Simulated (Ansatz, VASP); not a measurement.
# Na4SrCaSi2: VASP beside Ansatz

```
CELL_PARAMETERS angstrom
5.22752 0.00000 0.00000
0.00000 5.22752 0.00000
0.00000 0.00000 7.33127
ATOMIC_POSITIONS crystal
Sr 0.00000 0.00000 0.00000
Ca 0.50000 0.50000 0.50000
Si 0.00000 0.50000 0.25768
Si 0.50000 0.00000 0.74232
Na 0.00000 0.00000 0.50000
Na 0.50000 0.50000 0.00000
Na 0.00000 0.50000 0.74312
Na 0.50000 0.00000 0.25688
```

Alike in both runs: task single point; functional PBEsol; k mesh 5 × 5 × 4; occupations gaussian, width 0.01 eV; no spin polarisation.

|  | VASP | Ansatz |
| --- | --- | --- |
| version | VASP 6.6.1 | Ansatz 0.2.0 |
| potentials or method | VASP PAW PBE potentials, release 64 (Sr_sv, Ca_sv, Si, Na_pv) | Ansatz PAW |
| plane-wave cutoff (eV) | 520 | 420 |
| valence electrons in the cell | 56 | 64 |

|  | VASP | Ansatz | Ansatz less VASP |
| --- | --- | --- | --- |
| gap on the k mesh at the Fermi level (eV) | 0.15 | 0.15 | +0.002 |
| least direct gap on the mesh (eV) | 0.29 | 0.29 | 0.000 |
| pressure (GPa) | 0.2 | 0.2 | -0.05 |
| traceless stress, the component that is largest in VASP (GPa) | 0.09 | 0.08 | 0.000 |
| rms of the force components (eV/Å) | 0.030 | 0.030 | 0.0000 |

VASP's potentials were made for PBE, not for PBEsol. Atom by atom the forces differ by 0.000 eV/Å (rms over components). With one functional, cell and mesh, what is left measures potentials, basis and numerics. VASP's potentials hold 56 valence electrons a cell and Ansatz's 64, so a difference there can come from the potentials and not from the codes.

Noted on Ansatz's run: odd divisions of the mesh miss points on the zone boundary, where band edges often lie, so the gap on the mesh can be too wide.
